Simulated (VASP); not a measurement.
A run of VASP 6.6.1:

Contents of INCAR:

```
SYSTEM = Cu
PREC = Accurate
ENCUT = 520
EDIFF = 1E-6
ISMEAR = -1
SIGMA = 0.1
LREAL = .FALSE.
LASPH = .TRUE.
NELM = 80
ALGO = Normal
ISIF = 2
LWAVE = .FALSE.
LCHARG = .FALSE.
LDIPOL = .TRUE.
IDIPOL = 3
DIPOL = 0.5 0.5 0.500
GGA = PE
NBANDS = 24
```

The input KPOINTS:

```
Automatic mesh
0
G
  8 8 1
  0 0 0
```

File POSCAR:

```
Cu
1.0
    2.5561910140      0.0000000000      0.0000000000
    1.2780955070      2.2137263550      0.0000000000
    0.0000000000      0.0000000000     14.1742424462
Cu
3
Direct
    0.0000000000      0.0000000000      0.3527525382
    0.3333333333      0.3333333333      0.5000000000
    0.6666666667      0.6666666667      0.6472474618
```

Potentials or basis: VASP PAW PBE potentials, release 64 (Cu).

Run with:

```bash
$ cat potpaw_PBE.64/Cu/POTCAR > POTCAR
$ mpirun -np 1 vasp_std > vasp.out
```

Hardware: 1 thread of Intel Xeon 6975P-C (shared host).

Q: Estimate the wall time of this run.

A: Run time: 30 s on 1 thread of Intel Xeon 6975P-C, on a shared host, peak memory 0.19 GiB. Counts: scf iterations 19, k points 10.
